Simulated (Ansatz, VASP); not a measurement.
**Two plane-wave programs on Sb6Au**

Contents of INCAR:

```
SYSTEM = Sb6Au
PREC = Accurate ; ENCUT = 600
EDIFF = 1E-7 ; ISMEAR = 0
SIGMA = 0.1 ; LREAL = .False.
LASPH = .True. ; NELM = 60
ALGO = Normal ; ISIF = 3
LWAVE = .False. ; LCHARG = .False.
GGA = PE ; IBRION = 2
NSW = 100 ; EDIFFG = -0.01
```

The input KPOINTS:

```
regular mesh
0
Gamma
  6 6 6
  0 0 0
```

POSCAR

```
Sb6Au
1.0
    0.0000000000      5.0414217390      5.0414217390
    5.0414217390      0.0000000000      5.0414217390
    5.0414217390      5.0414217390      0.0000000000
Sb Au
6 1
Direct
    0.7210188716      0.2789811284      0.2789811284
    0.2789811284      0.7210188716      0.7210188716
    0.2789811284      0.7210188716      0.2789811284
    0.7210188716      0.2789811284      0.7210188716
    0.2789811284      0.2789811284      0.7210188716
    0.7210188716      0.7210188716      0.2789811284
    0.0000000000      0.0000000000      0.0000000000
```

Input for Ansatz:

```yaml
crystal:
  lattice:
    - [0.0, 5.041421739, 5.041421739]
    - [5.041421739, 0.0, 5.041421739]
    - [5.041421739, 5.041421739, 0.0]
  atoms:
    - { symbol: Sb, position: [0.7210188716, 0.2789811284, 0.2789811284] }
    - { symbol: Sb, position: [0.2789811284, 0.7210188716, 0.7210188716] }
    - { symbol: Sb, position: [0.2789811284, 0.7210188716, 0.2789811284] }
    - { symbol: Sb, position: [0.7210188716, 0.2789811284, 0.7210188716] }
    - { symbol: Sb, position: [0.2789811284, 0.2789811284, 0.7210188716] }
    - { symbol: Sb, position: [0.7210188716, 0.7210188716, 0.2789811284] }
    - { symbol: Au, position: [0.0, 0.0, 0.0] }
basis:
  ecutwfc: 420
kpoints:
  mp_grid: { grid: [6, 6, 6] }
hamiltonian:
  xc: pbe
scf:
  occupations: { method: gaussian, width: 0.1 }
output:
  forces: true
  stress: true
  eigenvalues: true
relax:
  adjacent_minimum: "off"
  f_tol: 0.01
  max_steps: 80
  cell: { stress_tol: 0.05 }
```

Change from the starting cell: ordered vacancies on the cation sites of rhenium trioxide (Fm-3m, No. 225).

Alike in both runs: task relaxation of cell and atoms; functional PBE; k mesh 6 × 6 × 6; occupations gaussian, width 0.1 eV; no spin polarisation.

|  | VASP | Ansatz |
| --- | --- | --- |
| version | VASP 6.6.1 | Ansatz 0.2.0 |
| potentials or method | VASP PAW PBE potentials, release 64 (Sb, Au), cutoff 600 eV | scalar-relativistic, plane waves, PAW |
| valence electrons in the cell | 41 | 109 |

Ansatz gave:

| Property | Result |
| --- | --- |
| gap on the k mesh at the Fermi level, each at its own relaxed structure (eV) | none |
| relaxed volume (Å³/atom) | 36.73 |
| relaxed length of the cell vector where the two differ most in proportion (Å) | 7.138 |

Q: Estimate VASP's values.

A: gap on the k mesh at the Fermi level, each at its own relaxed structure (eV): none; relaxed volume (Å³/atom): 36.66; relaxed length of the cell vector where the two differ most in proportion (Å): 7.133.

A gap of «none» marks a metal or a gap that the smearing closes. VASP's potentials hold 41 valence electrons a cell and Ansatz's 109, so a difference there can come from the potentials and not from the codes.

Spin-orbit coupling is off throughout.
